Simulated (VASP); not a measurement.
# Ba2Ir (P6/mmm) in VASP: notebook, part 2 of 2

VASP 6.6.1.

**4. Single point, PBE**

This run uses another cell than the first one, of 28.02 Å³/atom.

Contents of INCAR:

```
SYSTEM = Ba2Ir
  PREC = Accurate
  ENCUT = 520
  EDIFF = 1E-6
  ISMEAR = 0
  SIGMA = 0.1
  LREAL = .False.
  LASPH = .True.
  NELM = 80
  ALGO = Normal
  ISIF = 2
  LWAVE = .False.
  LCHARG = .False.
  GGA = PE
  NBANDS = 22
```

Contents of KPOINTS:

```
regular mesh
0
Gamma
  6 6 6
  0 0 0
```

Contents of POSCAR:

```
Ba2Ir
1.0
    5.4029951563      0.0000000000      0.0000000000
   -2.7014975781      4.6791310618      0.0000000000
    0.0000000000      0.0000000000      3.3250177821
Ba Ir
2 1
Direct
    0.3333333333      0.6666666667      0.5000000000
    0.6666666667      0.3333333333      0.5000000000
    0.0000000000      0.0000000000      0.0000000000
```

Potentials or basis: VASP PAW PBE potentials, release 64 (Ba_sv, Ir).

The run is started by

```
$ cat potpaw_PBE.64/Ba_sv/POTCAR potpaw_PBE.64/Ir/POTCAR > POTCAR
$ mpirun -np 1 vasp_std > vasp.out
```

OUTCAR:

```text
SYSTEM = Ba2Ir
   PREC = Accurate
   ENCUT = 520
   EDIFF = 1E-6
   ISMEAR = 0
   LREAL = .False.
   LASPH = .True.
   NELM = 80
   ISIF = 2
   GGA = PE

 ion  position               nearest neighbor table
   1  0.333  0.667  0.500-   2 3.12   2 3.12   2 3.12   3 3.53   3 3.53   3 3.53   3 3.53   3 3.53
                             3 3.53   2 4.56   2 4.56   2 4.56   2 4.56   2 4.56   2 4.56
   2  0.667  0.333  0.500-   1 3.12   1 3.12   1 3.12   3 3.53   3 3.53   3 3.53   3 3.53   3 3.53
                             3 3.53   1 4.56   1 4.56   1 4.56   1 4.56   1 4.56   1 4.56
   3  0.000  0.000  0.000-   1 3.53   2 3.53   1 3.53   2 3.53   1 3.53   1 3.53   2 3.53   2 3.53
                             2 3.53   2 3.53   1 3.53   1 3.53

  LATTYP: Found a hexagonal cell.
 ALAT       =     5.4029951563
 C/A-ratio  =     0.6154026953

  Lattice vectors:

 A1 = (   5.4029951563,   0.0000000000,   0.0000000000)
 A2 = (  -2.7014975781,   4.6791310618,   0.0000000000)
 A3 = (   0.0000000000,   0.0000000000,   3.3250177821)

Analysis of symmetry for initial positions (statically):
=====================================================================
 Subroutine PRICEL returns:
 Original cell was already a primitive cell.

 Routine SETGRP: Setting up the symmetry group for a
 hexagonal supercell.

 Subroutine GETGRP returns: Found 24 space group operations
 (whereof 24 operations were pure point group operations)
 out of a pool of 24 trial point group operations.

The static configuration has the point symmetry D_6h.

Analysis of symmetry for dynamics (positions and initial velocities):
=====================================================================
 Subroutine PRICEL returns:
 Original cell was already a primitive cell.

 Routine SETGRP: Setting up the symmetry group for a
 hexagonal supercell.

 Subroutine GETGRP returns: Found 24 space group operations
 (whereof 24 operations were pure point group operations)
 out of a pool of 24 trial point group operations.

The dynamic configuration has the point symmetry D_6h.
[... 113 lines left out ...]
   NUPDOWN=      -1.0000    fix difference up-down
   EMIN   =  10.00;   EMAX   =-10.00  energy-range for DOS
   EFERMI =   0.00;   METHOD = LEGACY
   ISMEAR =     0;   SIGMA  =   0.10  broadening in eV -4-tet -1-fermi 0-gaus
   EFERMI_NEDOS =   21; number of points for ismear=-14 and -15
   IALGO  =     38    algorithm
   IMIX   =      4    mixing-type and parameters
     AMIX     =   0.40;   BMIX     =  1.00
     AMIX_MAG =   1.60;   BMIX_MAG =  1.00
  volume/ion in A,a.u.               =      28.02       189.09
  Fermi-wavevector in a.u.,A,eV,Ry     =   1.148179  2.169744 17.936763  1.318315
  Thomas-Fermi vector in A             =   2.284855
   LORBIT       =      0    0 simple, 1 ext, 2 COOP (PROOUT), +10 PAW based schemes
   GGA     = PE    functional components
   LHFCALC =     F    Hartree Fock is set to
   AEXX    =    0.0000 exact exchange contribution
   IVDW    =     0    specifies the selected vdW correction
   LEPSILON=     F    determine dielectric tensor
   LRPA    =     F    only Hartree local field effects (RPA)
 non-spin polarized calculation
 Gauss-broadening in eV      SIGMA  =   0.10
  energy-cutoff  :      520.00
  volume of cell :       84.06
 maximum number of plane-waves:      2277
   NGX = 21   NGY = 21   NGZ = 13

 number of electron      28.9999998 magnetization

 Free energy of the ion-electron system (eV)
  ---------------------------------------------------
  ext. energy  EPLUGINS =         0.00000000
  ---------------------------------------------------
  free energy    TOTEN  =       -11.05242432 eV

  energy without entropy =      -11.04369526  energy(sigma->0) =      -11.04805979

 E-fermi :   4.8432     XC(G=0): -10.3877

 val. band max:        4.8376194497   @ k =   0.5000   0.0000   0.0000
 cond. band min:       4.8836867591   @ k =   0.1667   0.0000   0.5000
 fundamental gap:      0.0460673095
 Fermi energy:         4.8431868222

 k-point     1 :       0.0000    0.0000    0.0000
  band No.  band energies     occupation
      1     -24.2505      2.00000
      2     -23.3040      2.00000
      3     -10.3453      2.00000
      4     -10.3453      2.00000
      5      -8.0573      2.00000
      6      -8.0105      2.00000
[... 589 lines left out ...]
     21       9.6424      0.00000
     22       9.9481      0.00000

 [... further k-points ...]
[... 5 lines left out ...]
  --------------------------------------------------------------------------------------
  -------------------------------------------------------------------------------------
  Total        1.1114315      1.1114315      0.8925095      0.0000000      0.0000000      0.0000000
  in kB       21.1835873     21.1835873     17.0109925      0.0000000      0.0000000      0.0000000
  external PRESSURE =      19.7927224 kB  Pullay stress =       0.0000000 kB

 VOLUME and BASIS-vectors are now :
 -----------------------------------------------------------------------------
  energy-cutoff  :      520.00
  volume of cell :       84.06
      direct lattice vectors                 reciprocal lattice vectors
     5.402995156  0.000000000  0.000000000     0.185082528  0.106857447  0.000000000
    -2.701497578  4.679131062  0.000000000     0.000000000  0.213714894  0.000000000
     0.000000000  0.000000000  3.325017782     0.000000000  0.000000000  0.300750271

 POSITION                                       TOTAL-FORCE (eV/Angst)
 -----------------------------------------------------------------------------------
     -0.00000      3.11942      1.66251        -0.000000     -0.000000      0.000000
      2.70150      1.55971      1.66251         0.000000      0.000000     -0.000000
      0.00000      0.00000      0.00000        -0.000000      0.000000      0.000000
 -----------------------------------------------------------------------------------
    total drift:                                0.000000     -0.000000      0.000000

  FREE ENERGIE OF THE ION-ELECTRON SYSTEM (eV)
  ---------------------------------------------------
  free  energy   TOTEN  =       -11.0524243249 eV

  energy  without entropy=      -11.0436952599  energy(sigma->0) =      -11.04805979
```

OSZICAR:

```text
N       E                     dE             d eps       ncg     rms          rms(c)
DAV:   1     0.230532653616E+03    0.23053E+03   -0.12538E+04  1240   0.117E+03
DAV:   2     0.634418761582E+01   -0.22419E+03   -0.21092E+03  1408   0.276E+02
DAV:   3    -0.111334042736E+02   -0.17478E+02   -0.16522E+02  1744   0.807E+01
DAV:   4    -0.119786491417E+02   -0.84524E+00   -0.83370E+00  1776   0.148E+01
DAV:   5    -0.119971100415E+02   -0.18461E-01   -0.18426E-01  1628   0.218E+00    0.125E+01
DAV:   6    -0.126380446108E+02   -0.64093E+00   -0.18353E+01  1782   0.200E+01    0.808E+00
DAV:   7    -0.111149142402E+02    0.15231E+01   -0.63243E+00  1660   0.128E+01    0.467E+00
DAV:   8    -0.110794557576E+02    0.35458E-01   -0.36922E-01  1522   0.277E+00    0.210E+00
DAV:   9    -0.110523453712E+02    0.27110E-01   -0.15587E-01  1846   0.223E+00    0.446E-01
DAV:  10    -0.110527315421E+02   -0.38617E-03   -0.32992E-03  1462   0.291E-01    0.291E-01
DAV:  11    -0.110524312713E+02    0.30027E-03   -0.11545E-03  1594   0.202E-01    0.371E-02
DAV:  12    -0.110524257022E+02    0.55691E-05   -0.10695E-04  1758   0.437E-02    0.861E-03
DAV:  13    -0.110524246180E+02    0.10841E-05   -0.46378E-06  1344   0.117E-02    0.294E-03
DAV:  14    -0.110524243249E+02    0.29319E-06   -0.38384E-07   790   0.395E-03
   1 F= -.11052424E+02 E0= -.11048060E+02  d E =-.872906E-02
```

It took 26 s on 1 thread of Intel Xeon 6975P-C (Granite Rapids), shared host; peak memory 0.22 GiB.

What came out:

| Property | Result |
| --- | --- |
| Free energy | -11.0524 eV |
| Pressure | 2.0 GPa |
| Band gap on the k mesh | zero (an odd number of electrons rules out a gap without spin polarisation) |

Caveat: spin-orbit coupling is left out, which moves the levels of the heavy elements.

**5. Relaxation of cell and atoms, PBE**

Contents of INCAR:

```
ALGO     = Normal         # electronic algorithm
EDIFF    = 1E-6           # SCF threshold, eV
EDIFFG   = -0.04          # ionic threshold
ENCUT    = 600            # plane-wave cutoff, eV
GGA      = PE             # functional
IBRION   = 2              # ionic algorithm
ISIF     = 3              # what is computed and relaxed
ISMEAR   = 0              # smearing method
LASPH    = True           # aspherical terms in the spheres
LCHARG   = False          # write CHGCAR
LREAL    = False          # projectors in reciprocal space
LWAVE    = False          # write WAVECAR
NELM     = 100            # most SCF steps
NSW      = 90             # ionic steps
PREC     = Accurate       # precision mode
SIGMA    = 0.1            # smearing width, eV
```

Contents of KPOINTS:

```
k-points
0
Gamma
  6 6 4
```

Contents of POSCAR:

```
Ba2Ir
1.0
    4.4644060427      0.0000000000      0.0000000000
   -2.2322030213      3.8662890458      0.0000000000
    0.0000000000      0.0000000000      4.8203719730
Ba Ir
2 1
Direct
    0.3333333333      0.6666666667      0.5000000000
    0.6666666667      0.3333333333      0.5000000000
    0.0000000000      0.0000000000      0.0000000000
```

Potentials or basis: VASP PAW PBE potentials, release 64 (Ba_sv, Ir).

The run is started by

```
$ cat potpaw_PBE.64/Ba_sv/POTCAR potpaw_PBE.64/Ir/POTCAR > POTCAR
$ mpirun -np 1 vasp_std > vasp.out
```

OUTCAR:

```text
EDIFF = 1E-6
   EDIFFG = -0.04
   ENCUT = 600
   GGA = PE
   IBRION = 2
   ISIF = 3
   ISMEAR = 0
   LASPH = True
   LREAL = False
   NELM = 100
   NSW = 90
   PREC = Accurate

 ion  position               nearest neighbor table
   1  0.333  0.667  0.500-   2 2.58   2 2.58   2 2.58   3 3.53   3 3.53   3 3.53   3 3.53   3 3.53
                             3 3.53
   2  0.667  0.333  0.500-   1 2.58   1 2.58   1 2.58   3 3.53   3 3.53   3 3.53   3 3.53   3 3.53
                             3 3.53
   3  0.000  0.000  0.000-   1 3.53   2 3.53   1 3.53   2 3.53   1 3.53   1 3.53   2 3.53   2 3.53
                             2 3.53   2 3.53   1 3.53   1 3.53

  LATTYP: Found a hexagonal cell.
 ALAT       =     4.4644060427
 C/A-ratio  =     1.0797342193

  Lattice vectors:

 A1 = (   4.4644060427,   0.0000000000,   0.0000000000)
 A2 = (  -2.2322030213,   3.8662890458,   0.0000000000)
 A3 = (   0.0000000000,   0.0000000000,   4.8203719730)

Analysis of symmetry for initial positions (statically):
=====================================================================
 Subroutine PRICEL returns:
 Original cell was already a primitive cell.

 Routine SETGRP: Setting up the symmetry group for a
 hexagonal supercell.

 Subroutine GETGRP returns: Found 24 space group operations
 (whereof 24 operations were pure point group operations)
 out of a pool of 24 trial point group operations.

The static configuration has the point symmetry D_6h.

Analysis of symmetry for dynamics (positions and initial velocities):
=====================================================================
 Subroutine PRICEL returns:
 Original cell was already a primitive cell.

 Routine SETGRP: Setting up the symmetry group for a
 hexagonal supercell.

 Subroutine GETGRP returns: Found 24 space group operations
 (whereof 24 operations were pure point group operations)
 out of a pool of 24 trial point group operations.

[... 110 lines left out ...]
   NUPDOWN=      -1.0000    fix difference up-down
   EMIN   =  10.00;   EMAX   =-10.00  energy-range for DOS
   EFERMI =   0.00;   METHOD = LEGACY
   ISMEAR =     0;   SIGMA  =   0.10  broadening in eV -4-tet -1-fermi 0-gaus
   EFERMI_NEDOS =   21; number of points for ismear=-14 and -15
   IALGO  =     38    algorithm
   IMIX   =      4    mixing-type and parameters
     AMIX     =   0.40;   BMIX     =  1.00
     AMIX_MAG =   1.60;   BMIX_MAG =  1.00
  volume/ion in A,a.u.               =      27.73       187.16
  Fermi-wavevector in a.u.,A,eV,Ry     =   1.152112  2.177176 18.059853  1.327362
  Thomas-Fermi vector in A             =   2.288765
   LORBIT       =      0    0 simple, 1 ext, 2 COOP (PROOUT), +10 PAW based schemes
   GGA     = PE    functional components
   LHFCALC =     F    Hartree Fock is set to
   AEXX    =    0.0000 exact exchange contribution
   IVDW    =     0    specifies the selected vdW correction
   LEPSILON=     F    determine dielectric tensor
   LRPA    =     F    only Hartree local field effects (RPA)
 conjugate gradient relaxation of ions
 non-spin polarized calculation
 Gauss-broadening in eV      SIGMA  =   0.10
  energy-cutoff  :      600.00
  volume of cell :       83.20
 maximum number of plane-waves:      2809
 NGX is ok and might be reduce to    36
   NGX = 17   NGY = 17   NGZ = 19

--------------------------------------- Ionic step        1  -------------------------------------------

 number of electron      29.0000000 magnetization

 Free energy of the ion-electron system (eV)
  ---------------------------------------------------
  ext. energy  EPLUGINS =         0.00000000
  ---------------------------------------------------
  free energy    TOTEN  =        -5.07446618 eV

  energy without entropy =       -5.07267496  energy(sigma->0) =       -5.07357057

------------------------ aborting loop because EDIFF is reached ----------------------------------------

  FORCE on cell =-STRESS in cart. coord.  units (eV):
  Direction    XX          YY          ZZ          XY          YZ          ZX
  --------------------------------------------------------------------------------------
  -------------------------------------------------------------------------------------
  Total       27.1853482     27.1853482     -9.3447296      0.0000000      0.0000000      0.0000000
  in kB      523.4882332    523.4882332   -179.9445762      0.0000000      0.0000000      0.0000000
  external PRESSURE =     289.0106300 kB  Pullay stress =       0.0000000 kB
[... 979 lines left out ...]
      5     -10.4612      2.00000
      6      -9.7589      2.00000
[... 10 lines left out ...]
     17       4.2201      0.04593
     18       6.3377      0.00000

[... ionic steps 4 to 11 ...]

--------------------------------------- Ionic step       12  -------------------------------------------

 number of electron      29.0000001 magnetization

------------------------ aborting loop because EDIFF is reached ----------------------------------------
[... 69 lines left out ...]
--------------------------------------- Ionic step       14  -------------------------------------------

 number of electron      29.0000001 magnetization

 Free energy of the ion-electron system (eV)
  ---------------------------------------------------
  ext. energy  EPLUGINS =         0.00000000
  ---------------------------------------------------
  free energy    TOTEN  =       -11.00564523 eV

  energy without entropy =      -10.98781315  energy(sigma->0) =      -10.99672919

 E-fermi :   4.5243     XC(G=0): -10.1533

 val. band max:        4.5084343314   @ k =   0.3333  -0.0000   0.2500
 cond. band min:       4.5860926593   @ k =   0.3333   0.1667   0.2500
 fundamental gap:      0.0776583279
 Fermi energy:         4.5242673298
[... 469 lines left out ...]
  FREE ENERGIE OF THE ION-ELECTRON SYSTEM (eV)
  ---------------------------------------------------
  free  energy   TOTEN  =       -11.0056452309 eV

  energy  without entropy=      -10.9878131544  energy(sigma->0) =      -10.99672919

 reached required accuracy - stopping structural energy minimisation
```

OSZICAR:

```text
N       E                     dE             d eps       ncg     rms          rms(c)
DAV:   1     0.301990149248E+03    0.30199E+03   -0.14017E+04   756   0.160E+03
DAV:   2     0.195404308050E+02   -0.28245E+03   -0.27635E+03  1000   0.380E+02
DAV:   3    -0.599753002614E+01   -0.25538E+02   -0.24268E+02  1054   0.105E+02
DAV:   4    -0.747536834716E+01   -0.14778E+01   -0.14040E+01  1092   0.209E+01
[... 175 lines left out ...]
DAV:   4    -0.110056313390E+02    0.18884E-03   -0.12345E-03  1070   0.242E-01    0.307E-02
DAV:   5    -0.110056350934E+02   -0.37543E-05   -0.37969E-05   968   0.380E-02    0.206E-02
DAV:   6    -0.110056415314E+02   -0.64380E-05   -0.31226E-06   766   0.125E-02    0.126E-02
DAV:   7    -0.110056451773E+02   -0.36459E-05   -0.33710E-06   594   0.172E-02    0.188E-03
DAV:   8    -0.110056452309E+02   -0.53607E-07   -0.32644E-07   390   0.458E-03
  14 F= -.11005645E+02 E0= -.10996729E+02  d E =-.165631E-03
```

Wall time 4.1 min (1 thread of Intel Xeon 6975P-C (Granite Rapids), shared host); peak memory 0.25 GiB.

What came out:

- Free energy: -11.0056 eV
- Relaxed volume: 29.47 Å³/atom
- Relaxed cell: a = 5.471 Å, b = 5.471 Å, c = 3.411 Å, α = 90.00°, β = 90.00°, γ = 120.00°
- Space group after relaxing (to 0.1 Å): P6/mmm (No. 191)
- Energy gained by relaxing: 1977.1 meV/atom
- Ionic steps: 14
- Pressure after relaxing: 0.0 GPa
- Band gap on the k mesh: zero (an odd number of electrons rules out a gap without spin polarisation)

The path:
```csv
step,energy change (eV),largest force (eV/Å),pressure (GPa),volume (Å³)
1,0.0000,0.0000,28.90,83.20
2,-4.1517,0.0000,-5.92,146.03
3,-4.8493,0.0000,-4.07,116.49
4,-4.8610,0.0000,-4.55,118.82
5,-4.8579,0.0000,-4.34,117.74
6,-5.5315,0.0000,-3.32,104.04
7,-5.8482,0.0000,-2.15,94.77
8,-5.2345,0.0000,10.59,76.55
9,-5.9161,0.0000,-1.21,91.30
10,-5.9289,0.0000,-0.28,88.81
11,-5.9292,0.0000,-0.52,89.37
12,-5.9307,0.0000,0.09,88.30
13,-5.9310,0.0000,-0.10,88.62
14,-5.9312,0.0000,0.00,88.40
```

Final structure:
```yaml
crystal:
  lattice:
    - [5.47050, 0.00000, 0.00000]
    - [-2.73525, 4.73759, 0.00000]
    - [0.00000, 0.00000, 3.41074]
  atoms:
    - { symbol: Ba, position: [0.33333, 0.66667, 0.50000] }
    - { symbol: Ba, position: [0.66667, 0.33333, 0.50000] }
    - { symbol: Ir, position: [0.00000, 0.00000, 0.00000] }
```

Levels at points of the mesh, in eV from the Fermi level:
| k point | band 11 | band 12 | band 13 | band 14 | band 15 | band 16 | band 17 | band 18 |
| --- | --- | --- | --- | --- | --- | --- | --- | --- |
| (0.00, 0.00, 0.00) | -1.27 | -1.27 | -0.78 | -0.78 | 0.20 | 0.65 | 0.65 | 1.49 |
| (0.50, 0.00, 0.00) | -1.82 | -1.40 | -0.99 | -0.86 | -0.69 | 0.06 | 1.04 | 1.10 |
| (0.00, 0.00, 0.50) | -1.97 | -1.97 | -1.53 | -0.54 | 1.15 | 1.19 | 1.23 | 1.23 |
| (0.50, 0.00, 0.50) | -1.98 | -1.75 | -1.43 | -1.18 | -0.19 | 0.61 | 0.87 | 2.43 |

Caveat: a cell axis changed by over 15 % at a fixed basis, so the end point is rough; spin-orbit coupling is left out, which moves the levels of the heavy elements.

**6. The runs side by side**

| task | cell | k mesh | cutoff (eV) | gap on the mesh (eV) | pressure (GPa) |
| --- | --- | --- | --- | --- | --- |
| single point | a = 4.464, b = 4.464, c = 4.820 Å, angles 90.0, 90.0, 120.0°, 3 atoms | 6 × 6 × 4 | 520 | none | 28.9 |
| single point | a = 5.377, b = 5.377, c = 3.368 Å, angles 90.0, 90.0, 120.0°, 3 atoms | 6 × 6 × 4 | 520 | none | 2.4 |
| single point | a = 5.403, b = 5.403, c = 3.325 Å, angles 90.0, 90.0, 120.0°, 3 atoms | 6 × 6 × 6 | 520 | none | 2.0 |
| relaxation of cell and atoms | relaxed from a = 4.464, b = 4.464, c = 4.820 Å, angles 90.0, 90.0, 120.0°, 3 atoms | 6 × 6 × 4 | 600 | none | 0.0 |

Alike in all rows: level PBE; potentials or basis VASP PAW PBE potentials, release 64 (Ba_sv, Ir); no spin polarisation; smearing gaussian 0.1 eV.

Caveats: some runs use coarse meshes; spin-orbit coupling is left out, which moves the levels of the heavy elements; the stress differs along the axes, from -18 to 52 GPa (at least some runs); a cell axis changed by over 15 % at a fixed basis, so the end point is rough (at least some runs).

Total energies depend on the potentials used, so only differences within one code and one set of settings carry meaning.

The gap in the log of VASP goes by the Fermi energy; the results here count the filled bands.